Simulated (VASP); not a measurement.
Input of a VASP 6.6.1 run:

Contents of INCAR:

```
SYSTEM = Ti4S
ALGO = Normal
DIPOL = 0.5 0.5 0.354
EDIFF = 1E-7
EDIFFG = -0.025
ENCUT = 520
GGA = PE
IBRION = 2
IDIPOL = 3
ISIF = 2
ISMEAR = 0
LASPH = .TRUE.
LCHARG = .FALSE.
LDIPOL = .TRUE.
LREAL = .FALSE.
LWAVE = .FALSE.
NELM = 80
NSW = 36
PREC = Accurate
SIGMA = 0.1
```

KPOINTS

```
k-points
0
G
  8 8 1
  0 0 0
```

File POSCAR:

```
Ti4S
1.0
    3.2553359259      0.0000000000      0.0000000000
    0.0000000000      3.2553359259      0.0000000000
    0.0000000000      0.0000000000     20.1793674375
Ti S
4 1
Selective dynamics
Direct
    0.5000000000      0.5000000000      0.1982222690  F F F
    0.0000000000      0.0000000000      0.2788822782  F F F
    0.5000000000      0.5000000000      0.3551865247  F F F
    0.0000000000      0.0000000000      0.4301109767  F F F
    0.3750000000      0.3750000000      0.5054354389  F F T
```

Potentials or basis: VASP PAW PBE potentials, release 64 (Ti_sv, S).

Launch:

```console
$ cat potpaw_PBE.64/Ti_sv/POTCAR potpaw_PBE.64/S/POTCAR > POTCAR
$ mpirun -np 1 vasp_std > vasp.out
```

(1) Predict the energy gained by relaxing.

(2) Estimate the band gap on the k mesh.

Results:

(1) 55.0 meV/atom.

(2) zero (bands 27 and 28 overlap by 0.94 eV).
